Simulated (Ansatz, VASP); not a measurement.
**Two plane-wave programs on H**

The input INCAR:

```
ALGO = Normal
EDIFF = 1E-6
ENCUT = 520
GGA = CA
ISIF = 2
ISMEAR = 0
LASPH = True
LCHARG = True
LELF = True
LREAL = False
LVHAR = True
LWAVE = False
NBANDS = 8
NELM = 60
PREC = Accurate
SIGMA = 0.05
```

KPOINTS

```
k-points
0
Gamma
  10 10 10
```

File POSCAR:

```
H
1.0
   -1.7392082084      1.7392082084      1.9471702941
    1.7392082084     -1.7392082084      1.9471702941
    1.7392082084      1.7392082084     -1.9471702941
H
2
Direct
    0.9098622900      0.9098622900      0.0000000000
    0.0901377100      0.0901377100      0.0000000000
```

Input for Ansatz:

```yaml
crystal:
  lattice:
    - [-1.7392082084, 1.7392082084, 1.9471702941]
    - [1.7392082084, -1.7392082084, 1.9471702941]
    - [1.7392082084, 1.7392082084, -1.9471702941]
  atoms:
    - { symbol: H, position: [0.90986229, 0.90986229, 0.0] }
    - { symbol: H, position: [0.09013771, 0.09013771, 0.0] }
basis:
  ecutwfc: 420
kpoints:
  mp_grid: { grid: [10, 10, 10] }
hamiltonian:
  xc: lda
scf:
  occupations: { method: gaussian, width: 0.05 }
output:
  forces: true
  stress: true
  eigenvalues: true
```

Alike in both runs: task single point; functional LDA; k mesh 10 × 10 × 10; occupations gaussian, width 0.05 eV; no spin polarisation.

```csv
,VASP,Ansatz
version,VASP 6.6.1,Ansatz 0.2.0
potentials or method,"VASP PAW LDA potentials, release 64 (H), cutoff 520 eV","scalar-relativistic, plane waves, PAW"
valence electrons in the cell,2,2
```

|  | VASP | Ansatz | Ansatz less VASP |
| --- | --- | --- | --- |
| gap on the k mesh at the Fermi level (eV) | 8.66 | 8.67 | +0.006 |
| least direct gap on the mesh (eV) | 9.51 | 9.52 | +0.006 |
| pressure (GPa) | 3.4 | 3.6 | +0.20 |
| traceless stress, the component that is largest in VASP (GPa) | 8.52 | 8.53 | +0.009 |
| rms of the force components (eV/Å) | 1.542 | 1.538 | -0.0041 |

LDA's correlation is that of Perdew and Zunger in VASP and of Perdew and Wang (1992) in Ansatz. Atom by atom the forces differ by 0.004 eV/Å (rms over components).
